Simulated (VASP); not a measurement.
Wanted: the native input for a VASP 6.6.1 run.

| Item | Value |
| --- | --- |
| Task | single point |
| Functional | LDA |
| Potentials or basis | VASP PAW LDA potentials, release 64 (Cu, O) |
| Cutoff | 600 eV |
| k mesh | 7 × 7 × 7 |
| Occupations | gaussian, width 0.05 eV |
| Spin | collinear spin, zero start |
| Starting moments | [0.0, 0.0] μB |
| Dipole correction | no |
| Further INCAR settings | ALGO = Normal; EDIFF = 1e-06; NBANDS = 20 |

The structure of CuO lies in POSCAR:

```
CuO
1.0
    2.5525506100      0.0000000000      0.0000000000
    0.0000000000      2.5525506100      0.0000000000
    0.0000000000      0.0000000000      2.5525506100
Cu O
1 1
Direct
    0.0000000000      0.0000000000      0.0000000000
    0.5000000000      0.5000000000      0.5000000000
```

One way to write it, as run:

INCAR

```
ALGO = Normal
EDIFF = 1E-6
ENCUT = 600
GGA = CA
GGA_COMPAT = F
ISIF = 2
ISMEAR = 0
ISPIN = 2
LASPH = T
LCHARG = T
LELF = T
LMAXMIX = 4
LORBIT = 11
LREAL = F
LVHAR = T
LWAVE = F
MAGMOM = 0 0
NBANDS = 20
NELM = 200
PREC = Accurate
SIGMA = 0.05
```

KPOINTS

```
k-points
0
Gamma
  7 7 7
```

Potentials or basis: VASP PAW LDA potentials, release 64 (Cu, O).

Launch:

```console
$ cat potpaw_LDA.64/Cu/POTCAR potpaw_LDA.64/O/POTCAR > POTCAR
$ mpirun -np 1 vasp_std > vasp.out
```

Results of the run:

| Item | Value |
| --- | --- |
| Pressure | 0.8 GPa |
| Net moment | 0.00 μB per cell |
| Valence electrons inside the program's atomic spheres | Cu 9.87; O 4.88 |

Wall time 8.3 s on 1 thread of Intel(R) Xeon(R) Platinum 8488C (Sapphire Rapids), with other jobs on the host, peak memory 0.13 GiB.
